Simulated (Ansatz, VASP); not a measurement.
# Cu: VASP beside Ansatz

```
Cu
1.0
     0.00000    2.14747    1.42249
     2.14747    0.00000    1.42249
     2.14747    2.14747    0.00000
Cu
1
Direct
  0.00000 0.00000 0.00000
```

Alike in both runs: task single point; functional PBEsol; k mesh 24 × 24 × 24; occupations gaussian, width 0.15 eV; no spin polarisation.

|  | VASP | Ansatz |
| --- | --- | --- |
| version | VASP 6.6.1 | Ansatz 0.2.0 |
| potentials or method | VASP PAW PBE potentials, release 64 (Cu), cutoff 520 eV | scalar-relativistic, plane waves, PAW |
| valence electrons in the cell | 11 | 19 |

|  | VASP | Ansatz | Ansatz less VASP |
| --- | --- | --- | --- |
| gap on the k mesh at the Fermi level (eV) | none | none | - |
| pressure (GPa) | -15.9 | -16.6 | -0.69 |
| traceless stress, the component that is largest in VASP (GPa) | -0.31 | -0.31 | -0.008 |

VASP's potentials were made for PBE, not for PBEsol, and Ansatz warns of the same on its side. A gap of «none» marks a metal or a gap that the smearing closes. VASP's potentials hold 11 valence electrons a cell and Ansatz's 19, so a difference there can come from the potentials and not from the codes.
